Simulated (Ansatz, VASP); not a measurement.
**One calculation of ZnSe, two programs**

Contents of INCAR:

```
ALGO = Normal
EDIFF = 1E-6
ENCUT = 500
GGA = CA
GGA_COMPAT = F
ISIF = 2
ISMEAR = 0
LASPH = T
LCHARG = F
LREAL = F
LWAVE = F
NBANDS = 16
NELM = 120
PREC = Accurate
SIGMA = 0.02
```

File KPOINTS:

```
k-points
0
Gamma
  8 8 8
```

POSCAR

```
ZnSe
1.0
    0.0000000000      2.7837680078      2.7837680078
    2.7837680078      0.0000000000      2.7837680078
    2.7837680078      2.7837680078      0.0000000000
Zn Se
1 1
Direct
    0.0000000000      0.0000000000      0.0000000000
    0.2500000000      0.2500000000      0.2500000000
```

Input for Ansatz:

```yaml
crystal:
  lattice:
    - [0.0, 2.7837680078, 2.7837680078]
    - [2.7837680078, 0.0, 2.7837680078]
    - [2.7837680078, 2.7837680078, 0.0]
  atoms:
    - { symbol: Zn, position: [0.0, 0.0, 0.0] }
    - { symbol: Se, position: [0.25, 0.25, 0.25] }
basis:
  ecutwfc: 420
kpoints:
  mp_grid: { grid: [8, 8, 8] }
hamiltonian:
  xc: lda
  pseudopotentials: { kind: paw }
scf:
  occupations: { method: gaussian, width: 0.02 }
  n_extra_bands: 12
output:
  forces: false
  stress: false
  eigenvalues: true
  optics: { e_range: [0, 14], sigma: 0.1, nscf_kmesh: { grid: [12, 12, 12] } }
checkpoint:
  read: start.run
  write: ck
  compress: false
  write_wavefunctions: false
  write_every: 100000
```

Alike in both runs: task single point; functional LDA; k mesh 8 × 8 × 8; occupations gaussian, width 0.02 eV; no spin polarisation.

```csv
,VASP,Ansatz
version,VASP 6.6.1,Ansatz 0.2.0
potentials or method,"VASP PAW LDA potentials, release 64 (Zn, Se), cutoff 500 eV","scalar-relativistic, plane waves, PAW"
valence electrons in the cell,18,28
```

|  | VASP | Ansatz | Ansatz less VASP |
| --- | --- | --- | --- |
| gap on the k mesh at the Fermi level (eV) | 1.29 | 1.25 | -0.040 |
| least direct gap on the mesh (eV) | 1.29 | 1.25 | -0.040 |

LDA's correlation is that of Perdew and Zunger in VASP and of Perdew and Wang (1992) in Ansatz. VASP's potentials hold 18 valence electrons a cell and Ansatz's 28, so a difference there can come from the potentials and not from the codes.
